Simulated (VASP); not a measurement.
A run of VASP 6.6.1 is set up as follows.

INCAR

```
SYSTEM = Cl
PREC = Accurate
ENCUT = 520
EDIFF = 1E-6
ISMEAR = -1
SIGMA = 0.02
LREAL = .False.
LASPH = .True.
NELM = 80
ALGO = Normal
ISIF = 2
LWAVE = .False.
LCHARG = .False.
GGA = PE
NBANDS = 14
```

KPOINTS

```
Automatic mesh
0
Gamma
  13 13 13
  0 0 0
```

POSCAR

```
Cl
1.0
    0.0000000000      3.2234090376      3.2234090376
    3.2234090376      0.0000000000      3.2234090376
    3.2234090376      3.2234090376      0.0000000000
Cl
2
Direct
    0.0000000000      0.0000000000      0.0000000000
    0.2500000000      0.2500000000      0.2500000000
```

Potentials or basis: VASP PAW PBE potentials, release 64 (Cl).

The run is started by

```console
$ cat potpaw_PBE.64/Cl/POTCAR > POTCAR
$ mpirun -np 1 vasp_std > vasp.out
```

(1) What does it give for the band gap on the k mesh?

(2) What does it give for the pressure?

Answers

(1) zero (band 7 reaches -0.93 eV, above the bottom of band 8 at -2.10 eV).

(2) 0.0 GPa.
